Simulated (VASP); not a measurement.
Set up this calculation in VASP 6.6.1, as the native input.

* Task: relaxation of cell and atoms
* Functional: PBE
* Potentials or basis: VASP PAW PBE potentials, release 64 (Zn)
* Cutoff: 600 eV
* k mesh: 9 × 9 × 9
* Occupations: gaussian, width 0.1 eV
* Spin: no spin polarisation
* Dipole correction: no
* Further INCAR settings: ALGO = Fast; EDIFF = 1e-07; IBRION = 2; EDIFFG = -0.04; NSW = 90; ISIF = 3

The structure of Zn lies in POSCAR:

```
Zn
1.0
    2.0514463708      1.1844031144      1.1399471466
   -2.0514463708      1.1844031144      1.1399471466
    0.0000000000     -2.3688062288      1.1399471466
Zn
1
Direct
    0.5000000000      0.5000000000      0.5000000000
```

These files were run (other wordings do the same):

INCAR

```
SYSTEM = Zn
ALGO = Fast
EDIFF = 1E-7
EDIFFG = -0.04
ENCUT = 600
GGA = PE
IBRION = 2
ISIF = 3
ISMEAR = 0
LASPH = .TRUE.
LCHARG = .FALSE.
LREAL = .FALSE.
LWAVE = .FALSE.
NELM = 80
NSW = 90
PREC = Accurate
SIGMA = 0.1
```

KPOINTS

```
k-points
0
G
  9 9 9
  0 0 0
```

Potentials or basis: VASP PAW PBE potentials, release 64 (Zn).

Run with:

```bash
$ cat potpaw_PBE.64/Zn/POTCAR > POTCAR
$ mpirun -np 1 vasp_std > vasp.out
```

Results of the run:

```json
{
 "Relaxed volume": "15.80 Å³/atom",
 "Relaxed cell": "a = 2.643 Å, b = 2.643 Å, c = 2.643 Å, α = 105.96°, β = 105.96°, γ = 105.96°",
 "Space group after relaxing (to 0.1 Å)": "R-3m (No. 166)",
 "Energy gained by relaxing": "44.2 meV/atom",
 "Ionic steps": "8",
 "Pressure after relaxing": "-0.1 GPa",
 "Band gap on the k mesh": "zero (bands 6 and 7 overlap by 4.75 eV)"
}
```

It took 39 s on 1 thread of AMD EPYC 9R45 96-Core Processor (Zen 5), on a shared host, peak memory 0.12 GiB.
